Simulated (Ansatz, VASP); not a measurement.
## One calculation of MnO, two programs

Contents of INCAR:

```
SYSTEM = MnO
ALGO = Normal ; EDIFF = 1E-6
ENCUT = 520 ; ISIF = 2
ISMEAR = 0 ; ISPIN = 2
LASPH = .TRUE. ; LCHARG = .TRUE.
LDAU = .TRUE. ; LDAUJ = 0.7 0
LDAUL = 2 -1 ; LDAUPRINT = 1
LDAUTYPE = 1 ; LDAUU = 4 0
LELF = .TRUE. ; LMAXMIX = 4
LORBIT = 11 ; LREAL = .FALSE.
LVHAR = .TRUE. ; LWAVE = .FALSE.
MAGMOM = 5 0 ; NBANDS = 20
NELM = 150 ; PREC = Accurate
SIGMA = 0.05
```

File KPOINTS:

```
k-points
0
G
  7 7 7
  0 0 0
```

The input POSCAR:

```
MnO
1.0
    0.0000000000      2.2220003300      2.2220003300
    2.2220003300      0.0000000000      2.2220003300
    2.2220003300      2.2220003300      0.0000000000
Mn O
1 1
Direct
    0.0000000000      0.0000000000      0.0000000000
    0.5000000000      0.5000000000      0.5000000000
```

Input for Ansatz:

```yaml
crystal:
  lattice:
    - [0.0, 2.22200033, 2.22200033]
    - [2.22200033, 0.0, 2.22200033]
    - [2.22200033, 2.22200033, 0.0]
  atoms:
    - { symbol: Mn, position: [0.0, 0.0, 0.0], spin: 5.0 }
    - { symbol: O, position: [0.5, 0.5, 0.5] }
basis:
  ecutwfc: 420
  ecutrho_ratio: 4
kpoints:
  mp_grid: { grid: [7, 7, 7] }
hamiltonian:
  xc: lda
  hubbard: { sites: [{ site: 0, l: d, u: 4.0, j: 0.7 }] }
scf:
  occupations: { method: gaussian, width: 0.05 }
  lower_state_search: "off"
  max_iter: 150
output:
  forces: true
  stress: true
  eigenvalues: true
  populations: true
  hubbard: { sites: [{ site: 0, l: d }] }
magnetization:
  spin_polarized: true
```

Alike in both runs: task single point; functional LDA; k mesh 7 × 7 × 7; occupations gaussian, width 0.05 eV; collinear spin; Hubbard terms Mn d U = 4.0 eV, J = 0.7 eV.

|  | VASP | Ansatz |
| --- | --- | --- |
| version | VASP 6.6.1 | Ansatz 0.2.0 |
| potentials or method | VASP PAW LDA potentials, release 64 (Mn_pv, O), cutoff 520 eV | scalar-relativistic, plane waves, PAW |
| valence electrons in the cell | 19 | 21 |

|  | VASP | Ansatz | Ansatz less VASP |
| --- | --- | --- | --- |
| gap on the k mesh at the Fermi level (eV) | 0.16 | 0.10 | -0.053 |
| least direct gap on the mesh (eV) | 2.73 | 2.60 | -0.129 |
| pressure (GPa) | -5.2 | -3.9 | +1.31 |
| net moment per atom (μB) | 2.50 | 2.50 | 0.000 |
| size of the moment on the site where the two differ most (μB) | 4.56 | 4.24 | -0.326 |

LDA's correlation is that of Perdew and Zunger in VASP and of Perdew and Wang (1992) in Ansatz. Site moments also hang on the region over which each program counts them. The programs project onto different local orbitals, so the same U acts differently, and such runs can settle in different states. VASP's potentials hold 19 valence electrons a cell and Ansatz's 21, so a difference there can come from the potentials and not from the codes.
